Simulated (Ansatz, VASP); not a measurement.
**One calculation of TaN, two programs**

```xyz
4
Lattice="3.0500 0.0000 0.0000 -1.5250 2.6414 0.0000 0.0000 0.0000 4.9400" Properties=species:S:1:pos:R:3 pbc="T T T"
Ta    0.0000    1.7609    0.0000
Ta    1.5250    0.8805    2.4700
N     0.0000    1.7609    1.9019
N     1.5250    0.8805    4.3719
```

Alike in both runs: task single point; functional PBE; k mesh 6 × 6 × 4; occupations gaussian, width 0.1 eV; collinear spin.

|  | VASP | Ansatz |
| --- | --- | --- |
| version | VASP 6.6.1 | Ansatz 0.2.0 |
| potentials or method | VASP PAW PBE potentials, release 64 (Ta_pv, N), cutoff 520 eV | scalar-relativistic, plane waves, PAW |
| valence electrons in the cell | 32 | 36 |

VASP gave:

* gap on the k mesh at the Fermi level (eV): none
* rms of the force components (eV/Å): 1.315
* net moment per atom (μB): 0.00

Question: Which values does Ansatz return?

Answer: gap on the k mesh at the Fermi level (eV): none; rms of the force components (eV/Å): 1.282; net moment per atom (μB): 0.00.

Atom by atom the forces differ by 0.034 eV/Å (rms over components). A gap of «none» marks a metal or a gap that the smearing closes. With one functional, cell and mesh, what is left measures potentials, basis and numerics. VASP's potentials hold 32 valence electrons a cell and Ansatz's 36, so a difference there can come from the potentials and not from the codes. Ansatz's warnings: seeded moment not kept.

The k mesh is coarse, so the values compare programs but aren't converged. Spin-orbit coupling is off throughout.
